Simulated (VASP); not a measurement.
# CdS (P6_3/mmc) in VASP: notebook

Aim: see how the results for CdS move with the level of theory and the settings. Levels: PBE, LDA. Tasks: single point.

Program: VASP 6.6.1. These are calculated values, not measurements. Logs are shortened: lines on timing, memory, paths and dates and some standing lists are left out, and cuts for length are marked.

**1. The cell of the first run**

It takes space group P6_3/mmc (No. 194, hexagonal). The conventional cell has a = 4.409 Å, b = 4.409 Å, c = 5.748 Å, α = 90.00°, β = 90.00°, γ = 120.00°. Within 3.4 Å of Cd (site symmetry -6m2) lie 5 S at 2.55 to 2.87 Å. S (site symmetry -6m2) has 5 Cd at 2.55 to 2.87 Å within 3.4 Å.

**2. Single point, PBE**

INCAR reads:

```
SYSTEM = CdS
ALGO     = Normal         ! electronic algorithm
EDIFF    = 1E-6           ! SCF threshold, eV
ENCUT    = 520            ! plane-wave cutoff, eV
GGA      = PE             ! functional
ISIF     = 2              ! what is computed and relaxed
ISMEAR   = 0              ! smearing method
LASPH    = .True.         ! aspherical terms in the spheres
LCHARG   = .False.        ! write CHGCAR
LREAL    = .False.        ! projectors in reciprocal space
LWAVE    = .False.        ! write WAVECAR
NBANDS   = 26             ! bands
NELM     = 80             ! most SCF steps
PREC     = Accurate       ! precision mode
SIGMA    = 0.01           ! smearing width, eV
```

KPOINTS reads:

```
k-points
0
Gamma
  6 6 2
  0 0 0
```

POSCAR reads:

```
CdS
1.0
    4.4085296226      0.0000000000      0.0000000000
   -2.2042648113      3.8178986465      0.0000000000
    0.0000000000      0.0000000000      5.7481182294
Cd S
2 2
Direct
    0.3333333333      0.6666666667      0.2500000000
    0.6666666667      0.3333333333      0.7500000000
    0.6666666667      0.3333333333      0.2500000000
    0.3333333333      0.6666666667      0.7500000000
```

Potentials or basis: VASP PAW PBE potentials, release 64 (Cd, S).

Launch:

```bash
$ cat potpaw_PBE.64/Cd/POTCAR potpaw_PBE.64/S/POTCAR > POTCAR
$ mpirun -np 1 vasp_std > vasp.out
```

OUTCAR:

```text
SYSTEM = CdS
   EDIFF = 1E-6
   ENCUT = 520
   GGA = PE
   ISIF = 2
   ISMEAR = 0
   LASPH = .True.
   LREAL = .False.
   NELM = 80
   PREC = Accurate

 ion  position               nearest neighbor table
   1  0.333  0.667  0.250-   3 2.55   3 2.55   3 2.55   4 2.87   4 2.87
   2  0.667  0.333  0.750-   4 2.55   4 2.55   4 2.55   3 2.87   3 2.87
   3  0.667  0.333  0.250-   1 2.55   1 2.55   1 2.55   2 2.87   2 2.87
   4  0.333  0.667  0.750-   2 2.55   2 2.55   2 2.55   1 2.87   1 2.87

  LATTYP: Found a hexagonal cell.
 ALAT       =     4.4085296226
 C/A-ratio  =     1.3038629025

  Lattice vectors:

 A1 = (   4.4085296226,   0.0000000000,   0.0000000000)
 A2 = (  -2.2042648113,   3.8178986465,   0.0000000000)
 A3 = (   0.0000000000,   0.0000000000,   5.7481182294)

Analysis of symmetry for initial positions (statically):
=====================================================================
 Subroutine PRICEL returns:
 Original cell was already a primitive cell.

 Routine SETGRP: Setting up the symmetry group for a
 hexagonal supercell.

 Subroutine GETGRP returns: Found 24 space group operations
 (whereof 12 operations were pure point group operations)
 out of a pool of 24 trial point group operations.

The static configuration has the point symmetry D_3d.
 The point group associated with its full space group is D_6h.

Analysis of symmetry for dynamics (positions and initial velocities):
=====================================================================
 Subroutine PRICEL returns:
 Original cell was already a primitive cell.

 Routine SETGRP: Setting up the symmetry group for a
 hexagonal supercell.

 Subroutine GETGRP returns: Found 24 space group operations
 (whereof 12 operations were pure point group operations)
 out of a pool of 24 trial point group operations.

The dynamic configuration has the point symmetry D_3d.
 The point group associated with its full space group is D_6h.

 Subroutine INISYM returns: Found 24 space group operations
 (whereof 12 operations are pure point group operations),
 and found     1 'primitive' translations

----------------------------------------------------------------------------------------

                                     Primitive cell

  volume of cell :      96.7484

  direct lattice vectors                    reciprocal lattice vectors
     4.408529623  0.000000000  0.000000000     0.226833000  0.130962094  0.000000000
    -2.204264811  3.817898647  0.000000000     0.000000000  0.261924187  0.000000000
     0.000000000  0.000000000  5.748118229     0.000000000  0.000000000  0.173969978

  length of vectors
     4.408529623  4.408529623  5.748118229     0.261924187  0.261924187  0.173969978

  position of ions in fractional coordinates (direct lattice)
     0.333333333  0.666666667  0.250000000
     0.666666667  0.333333333  0.750000000
     0.666666667  0.333333333  0.250000000
     0.333333333  0.666666667  0.750000000

  ion indices of the primitive-cell ions
   primitive index   ion index
                 1           1
                 2           2
                 3           3
                 4           4

----------------------------------------------------------------------------------------

 KPOINTS: k-points

Automatic generation of k-mesh.
 Grid dimensions read from file:
 generate k-points for:    6    6    2

 Generating k-lattice:

  Cartesian coordinates                     Fractional coordinates (reciprocal lattice)
     0.037805500  0.021827016  0.000000000     0.166666667  0.000000000  0.000000000
     0.000000000  0.043654031  0.000000000     0.000000000  0.166666667  0.000000000
     0.000000000  0.000000000  0.086984989     0.000000000  0.000000000  0.500000000

  Length of vectors
     0.043654031  0.043654031  0.086984989

  Shift w.r.t. Gamma in fractional coordinates (k-lattice)
     0.000000000  0.000000000  0.000000000

 Subroutine IBZKPT returns following result:
 ===========================================

 Found     14 irreducible k-points:

 Following reciprocal coordinates:
            Coordinates               Weight
  0.000000  0.000000  0.000000      1.000000
  0.166667 -0.000000  0.000000      6.000000
  0.333333  0.000000  0.000000      6.000000
  0.500000  0.000000  0.000000      3.000000
  0.166667  0.166667  0.000000      6.000000
  0.333333  0.166667  0.000000     12.000000
  0.333333  0.333333  0.000000      2.000000
  0.000000  0.000000  0.500000      1.000000
  0.166667 -0.000000  0.500000      6.000000
  0.333333  0.000000  0.500000      6.000000
  0.500000  0.000000  0.500000      3.000000
  0.166667  0.166667  0.500000      6.000000
  0.333333  0.166667  0.500000     12.000000
  0.333333  0.333333  0.500000      2.000000
   k-points           NKPTS =     14   k-points in BZ     NKDIM =     14   number of bands    NBANDS=     26
   number of dos      NEDOS =    301   number of ions     NIONS =      4
   total plane-waves  NPLWV =  62208
   dimension x,y,z NGX =    36 NGY =   36 NGZ =   48
   dimension x,y,z NGXF=    72 NGYF=   72 NGZF=   96
   ions per type =               2   2
   NGX,Y,Z   is equivalent  to a cutoff of  13.58, 13.58, 13.88 a.u.
   NGXF,Y,Z  is equivalent  to a cutoff of  27.15, 27.15, 27.76 a.u.
 SYSTEM =  CdS
   PREC   = accura    normal or accurate (medium, high low for compatibility)
   ISTART =      0    job   : 0-new  1-cont  2-samecut
   ICHARG =      2    charge: 1-file 2-atom 10-const
   ISPIN  =      1    spin polarized calculation?
   LNONCOLLINEAR =      F non collinear calculations
   LSORBIT =      F    spin-orbit coupling
   LASPH  =      T    aspherical Exc in radial PAW
   ENCUT  =  520.0 eV  38.22 Ry    6.18 a.u.   8.20  8.20 10.69*2*pi/ulx,y,z
   NELM   =     80;   NELMIN=  2; NELMDL= -5     # of ELM steps
   EDIFF  = 0.1E-05   stopping-criterion for ELM
   LREAL  =      F    real-space projection
   EDIFFG = 0.1E-04   stopping-criterion for IOM
   NSW    =      0    number of steps for IOM
   IBRION =     -1    ionic relax: 0-MD 1-quasi-New 2-CG
   NFREE  =      0    steps in history (QN), initial steepest desc. (CG)
   ISIF   =      2    stress and relaxation
   ISYM   =      2    0-nonsym 1-usesym 2-fastsym
   POTIM  = 0.5000    time-step for ionic-motion
   TEBEG  =    0.0;   TEEND  =   0.0 temperature during run
   PSTRESS=    0.0 pullay stress
   NELECT =      36.0000    total number of electrons
   NUPDOWN=      -1.0000    fix difference up-down
   EMIN   =  10.00;   EMAX   =-10.00  energy-range for DOS
   EFERMI =   0.00;   METHOD = LEGACY
   ISMEAR =     0;   SIGMA  =   0.01  broadening in eV -4-tet -1-fermi 0-gaus
   EFERMI_NEDOS =   21; number of points for ismear=-14 and -15
   IALGO  =     38    algorithm
   IMIX   =      4    mixing-type and parameters
     AMIX     =   0.40;   BMIX     =  1.00
     AMIX_MAG =   1.60;   BMIX_MAG =  1.00
  volume/ion in A,a.u.               =      24.19       163.22
  Fermi-wavevector in a.u.,A,eV,Ry     =   1.177500  2.225153 18.864574  1.386507
  Thomas-Fermi vector in A             =   2.313846
   LORBIT       =      0    0 simple, 1 ext, 2 COOP (PROOUT), +10 PAW based schemes
   GGA     = PE    functional components
   LHFCALC =     F    Hartree Fock is set to
   AEXX    =    0.0000 exact exchange contribution
   IVDW    =     0    specifies the selected vdW correction
   LEPSILON=     F    determine dielectric tensor
   LRPA    =     F    only Hartree local field effects (RPA)
 non-spin polarized calculation
 Gauss-broadening in eV      SIGMA  =   0.01
  energy-cutoff  :      520.00
  volume of cell :       96.75
 maximum number of plane-waves:      2631
 NGX is ok and might be reduce to    36
   NGX = 17   NGY = 17   NGZ = 21

 number of electron      36.0000001 magnetization

 Free energy of the ion-electron system (eV)
  ---------------------------------------------------
  ext. energy  EPLUGINS =         0.00000000
  ---------------------------------------------------
  free energy    TOTEN  =       -11.90721304 eV

  energy without entropy =      -11.90721304  energy(sigma->0) =      -11.90721304

 E-fermi :   1.6422     XC(G=0):  -9.2940

 val. band max:        1.5746173874   @ k =   0.3333   0.3333   0.5000
 cond. band min:       2.5621562344   @ k =   0.0000   0.0000   0.0000
 fundamental gap:      0.9875388470
 Fermi energy:         1.6421837504

 k-point     1 :       0.0000    0.0000    0.0000
  band No.  band energies     occupation
      1     -10.8485      2.00000
      2     -10.1536      2.00000
      3      -6.2307      2.00000
      4      -6.2307      2.00000
      5      -6.2176      2.00000
      6      -6.2176      2.00000
[... 18 lines left out ...]
     25      10.5071      0.00000
     26      10.7013      0.00000

 k-point     2 :       0.1667   -0.0000    0.0000
  band No.  band energies     occupation
      1     -10.7508      2.00000
      2     -10.1327      2.00000
      3      -6.1847      2.00000
      4      -6.1805      2.00000
      5      -6.1691      2.00000
      6      -6.1571      2.00000
[... 18 lines left out ...]
     25       9.4156      0.00000
     26      10.3141      0.00000

 k-point     3 :       0.3333    0.0000    0.0000
  band No.  band energies     occupation
      1     -10.5261      2.00000
      2     -10.1166      2.00000
      3      -6.0749      2.00000
      4      -6.0561      2.00000
      5      -6.0270      2.00000
      6      -5.9878      2.00000
[... 18 lines left out ...]
     25       9.9144      0.00000
     26      10.0999      0.00000

 k-point     4 :       0.5000    0.0000    0.0000
  band No.  band energies     occupation
      1     -10.3775      2.00000
      2     -10.1431      2.00000
      3      -6.0193      2.00000
      4      -5.9661      2.00000
      5      -5.9564      2.00000
      6      -5.9537      2.00000
[... 18 lines left out ...]
     25      10.1528      0.00000
     26      11.6201      0.00000

 k-point     5 :       0.1667    0.1667    0.0000
  band No.  band energies     occupation
      1     -10.5880      2.00000
      2     -10.1156      2.00000
      3      -6.1327      2.00000
      4      -6.0989      2.00000
      5      -6.0490      2.00000
      6      -6.0312      2.00000
[... 18 lines left out ...]
     25       9.3719      0.00000
     26      10.3717      0.00000

 k-point     6 :       0.3333    0.1667    0.0000
  band No.  band energies     occupation
      1     -10.3793      2.00000
      2     -10.1425      2.00000
      3      -6.0427      2.00000
      4      -5.9927      2.00000
      5      -5.9704      2.00000
      6      -5.9304      2.00000
[... 137 lines left out ...]
 k-point    11 :       0.5000    0.0000    0.5000
  band No.  band energies     occupation
      1     -10.1736      2.00000
      2     -10.1736      2.00000
      3      -6.1012      2.00000
      4      -6.1012      2.00000
      5      -6.0216      2.00000
      6      -6.0216      2.00000
[... 18 lines left out ...]
     25      10.2440      0.00000
     26      10.2440      0.00000

 k-point    12 :       0.1667    0.1667    0.5000
  band No.  band energies     occupation
      1     -10.2758      2.00000
      2     -10.2758      2.00000
      3      -6.1469      2.00000
      4      -6.1469      2.00000
      5      -6.0989      2.00000
      6      -6.0989      2.00000
[... 18 lines left out ...]
     25       9.1501      0.00000
     26       9.1501      0.00000

 k-point    13 :       0.3333    0.1667    0.5000
  band No.  band energies     occupation
      1     -10.1742      2.00000
      2     -10.1742      2.00000
      3      -6.1046      2.00000
      4      -6.1046      2.00000
      5      -6.0289      2.00000
      6      -6.0289      2.00000
[... 18 lines left out ...]
     25       9.8762      0.00000
     26       9.8762      0.00000

 k-point    14 :       0.3333    0.3333    0.5000
  band No.  band energies     occupation
      1     -10.1407      2.00000
      2     -10.1407      2.00000
      3      -6.1150      2.00000
      4      -6.1150      2.00000
      5      -5.9798      2.00000
      6      -5.9798      2.00000
[... 18 lines left out ...]
     25       9.3693      0.00000
     26       9.3693      0.00000

------------------------ aborting loop because EDIFF is reached ----------------------------------------

  FORCE on cell =-STRESS in cart. coord.  units (eV):
  Direction    XX          YY          ZZ          XY          YZ          ZX
  --------------------------------------------------------------------------------------
  -------------------------------------------------------------------------------------
  Total        1.2752053      1.2752053      0.8982350      0.0000000      0.0000000      0.0000000
  in kB       21.1177113     21.1177113     14.8749904      0.0000000      0.0000000      0.0000000
  external PRESSURE =      19.0368044 kB  Pullay stress =       0.0000000 kB

 VOLUME and BASIS-vectors are now :
 -----------------------------------------------------------------------------
  energy-cutoff  :      520.00
  volume of cell :       96.75
      direct lattice vectors                 reciprocal lattice vectors
     4.408529623  0.000000000  0.000000000     0.226833000  0.130962094  0.000000000
    -2.204264811  3.817898647  0.000000000     0.000000000  0.261924187  0.000000000
     0.000000000  0.000000000  5.748118229     0.000000000  0.000000000  0.173969978

 POSITION                                       TOTAL-FORCE (eV/Angst)
 -----------------------------------------------------------------------------------
     -0.00000      2.54527      1.43703         0.000000     -0.000000     -0.000000
      2.20426      1.27263      4.31109         0.000000      0.000000      0.000000
      2.20426      1.27263      1.43703        -0.000000      0.000000      0.000000
     -0.00000      2.54527      4.31109         0.000000     -0.000000      0.000000
 -----------------------------------------------------------------------------------
    total drift:                                0.000000      0.000000     -0.000000

  FREE ENERGIE OF THE ION-ELECTRON SYSTEM (eV)
  ---------------------------------------------------
  free  energy   TOTEN  =       -11.9072130395 eV

  energy  without entropy=      -11.9072130395  energy(sigma->0) =      -11.90721304
```

It took 26 s on 1 thread of Intel Xeon Platinum 8488C (Sapphire Rapids), shared host; peak memory 0.23 GiB.

Results:

* Free energy: -11.9072 eV
* Pressure: 1.9 GPa
* Band gap on the k mesh: 0.99 eV, indirect (least direct gap 1.26 eV)

Levels at points of the mesh, in eV from the valence-band top:
```csv
k point,band 15,band 16,band 17,band 18,band 19,band 20,band 21,band 22
"(0.00, 0.00, 0.00)",-1.23,-0.34,-0.27,-0.27,0.99,1.08,5.67,5.67
"(0.50, 0.00, 0.00)",-2.45,-2.42,-1.32,-1.10,2.51,3.75,6.19,6.79
"(0.00, 0.00, 0.50)",-0.72,-0.72,-0.72,-0.72,2.89,2.89,5.80,5.80
"(0.50, 0.00, 0.50)",-1.78,-1.78,-0.38,-0.38,3.83,3.83,5.11,5.11
```

Caveat: the k points lie up to 0.55 Å⁻¹ apart.

**3. Single point, LDA**

INCAR reads:

```
ALGO = Normal
EDIFF = 1E-7
ENCUT = 520
ISIF = 2
ISMEAR = 0
LASPH = T
LCHARG = F
LREAL = F
LWAVE = F
NBANDS = 26
NELM = 100
PREC = Accurate
SIGMA = 0.01
```

KPOINTS reads:

```
k-points
0
Gamma
  6 6 2
```

POSCAR is that of step 2.

Potentials or basis: VASP PAW LDA potentials, release 64 (Cd, S).

Launch:

```bash
$ cat potpaw_LDA.64/Cd/POTCAR potpaw_LDA.64/S/POTCAR > POTCAR
$ mpirun -np 1 vasp_std > vasp.out
```

Wall time 29 s (1 thread of Intel Xeon Platinum 8488C (Sapphire Rapids), shared host); peak memory 0.2 GiB.

Results (log left out):

```
Free energy            : -14.4225 eV
Pressure               : -3.4 GPa
Band gap on the k mesh : 0.73 eV, indirect (least direct gap 1.02 eV)
```

Stress tensor (GPa, compression positive):
```
-3.30  0.00  0.00
 0.00 -3.30  0.00
 0.00  0.00 -3.46
```

Levels at points of the mesh, in eV from the valence-band top:
| k point | band 16 | band 17 | band 18 | band 19 | band 20 | band 21 |
| --- | --- | --- | --- | --- | --- | --- |
| (0.00, 0.00, 0.00) | -0.35 | -0.28 | -0.28 | 0.73 | 0.81 | 5.46 |
| (0.50, 0.00, 0.00) | -2.48 | -1.36 | -1.13 | 2.27 | 3.56 | 5.96 |
| (0.00, 0.00, 0.50) | -0.74 | -0.74 | -0.74 | 2.69 | 2.69 | 5.61 |
| (0.50, 0.00, 0.50) | -1.83 | -0.40 | -0.40 | 3.60 | 3.60 | 4.90 |

Caveat: the k points lie up to 0.55 Å⁻¹ apart. A k mesh can miss the band edges.
